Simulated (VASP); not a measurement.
BAs: single point with LDA

BAs:

```
B As
1.0
     0.00000    2.36627    2.36627
     2.36627    0.00000    2.36627
     2.36627    2.36627    0.00000
B As
1 1
Direct
  0.00000 0.00000 0.00000
  0.25000 0.25000 0.25000
```

```yaml
Program: VASP 6.6.1
Task: single point
Functional: LDA
Potentials_or_basis: VASP PAW LDA potentials, release 64 (B, As)
Cutoff: 520 eV
k_mesh: 10 × 10 × 10
Occupations: gaussian, width 0.02 eV
Spin: no spin polarisation
```

```json
{
 "Pressure": "0.9 GPa",
 "Band gap on the k mesh": "1.10 eV, indirect (least direct gap 3.29 eV)"
}
```

Levels at points of the mesh, in eV from the valence-band top:
```csv
k point,band 1,band 2,band 3,band 4,band 5,band 6,band 7,band 8,band 9
"(0.00, 0.00, 0.00)",-15.63,0.00,0.00,0.00,3.29,3.29,3.29,5.05,9.50
"(0.50, 0.00, 0.00)",-12.67,-8.96,-1.87,-1.87,2.86,4.78,4.78,8.75,12.69
"(0.50, 0.50, 0.00)",-11.35,-8.58,-4.19,-4.19,1.32,1.38,11.50,11.50,12.89
```

It took 15 s on 1 thread of AMD EPYC 7R43 64-Core Processor (Zen 3), with other jobs on the host, peak memory 0.11 GiB.

A k mesh can miss the band edges. As with any semilocal functional, this LDA gap is likely too small.
